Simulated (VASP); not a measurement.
BeGe, 4 atoms in the cell. The structure is trigonal, space group P-3m1 (No. 164). Conventional cell: a = 2.956 Å, b = 2.956 Å, c = 7.582 Å, α = 90.00°, β = 90.00°, γ = 120.00°. Within 3.1 Å of Be (site symmetry 3m) lie 9 Be at 2.36 to 2.96 Å and 3 Ge at 2.55 Å. Ge (site symmetry 3m) has 4 Be at 2.55 to 3.52 Å and 9 Ge at 2.76 to 2.96 Å within 3.6 Å. The cell was generated, and may not be a known phase.

```yaml
Program: VASP 6.6.1
Task: single point
Functional: PBE
Potentials_or_basis: VASP PAW PBE potentials, release 64 (Be, Ge_d)
Cutoff: 520 eV
k_mesh: 6 × 6 × 2
Occupations: gaussian, width 0.1 eV
Spin: no spin polarisation
Dipole_correction: no
Further_INCAR_settings: ALGO = Normal; EDIFF = 1e-06; NBANDS = 24
```

Potentials or basis: VASP PAW PBE potentials, release 64 (Be, Ge_d).

The run is started by

```console
$ cat potpaw_PBE.64/Be/POTCAR potpaw_PBE.64/Ge_d/POTCAR > POTCAR
$ mpirun -np 1 vasp_std > vasp.out
```

Hardware: 1 thread of Intel(R) Xeon(R) Platinum 8259CL CPU @ 2.50GHz (Skylake/Cascade Lake), on a shared host.

Task: Estimate the wall time of this run.

Result: It took 18 s on 1 thread of Intel(R) Xeon(R) Platinum 8259CL CPU @ 2.50GHz (Skylake/Cascade Lake), with other jobs on the host, peak memory 0.17 GiB. Counts: scf iterations 12, k points 14.
